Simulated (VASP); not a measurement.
**Na: single point with PBE**

The system is Na.

```
Na
1.0
    -2.11565    2.11565    2.11565
     2.11565   -2.11565    2.11565
     2.11565    2.11565   -2.11565
Na
1
Direct
  0.00000 0.00000 0.00000
```

This cell differs from its parent crystal: volume scaled by 1.03.

* Program: VASP 6.6.1
* Task: single point
* Functional: PBE
* Potentials or basis: VASP PAW PBE potentials, release 64 (Na_pv)
* Cutoff: 520 eV
* k mesh: 14 × 14 × 14
* Occupations: gaussian, width 0.1 eV
* Spin: no spin polarisation
* Dipole correction: no
* Further INCAR settings: ALGO = Normal; EDIFF = 1e-06; NBANDS = 10

- Pressure: -0.2 GPa

Levels at points of the mesh, in eV from the Fermi level:
| k point | band 1 | band 2 | band 3 | band 4 | band 5 | band 6 |
| --- | --- | --- | --- | --- | --- | --- |
| (0.00, 0.00, 0.00) | -24.89 | -24.89 | -24.89 | -3.21 | 11.62 | 11.62 |
| (0.50, 0.00, 0.00) | -24.93 | -24.91 | -24.89 | 0.78 | 1.22 | 8.14 |
| (0.50, 0.50, 0.50) | -24.92 | -24.92 | -24.92 | 4.51 | 4.51 | 4.85 |

Run time: 18 s on 1 thread of Intel(R) Xeon(R) Platinum 8375C CPU @ 2.90GHz (Ice Lake), with other jobs on the host, peak memory 0.17 GiB.
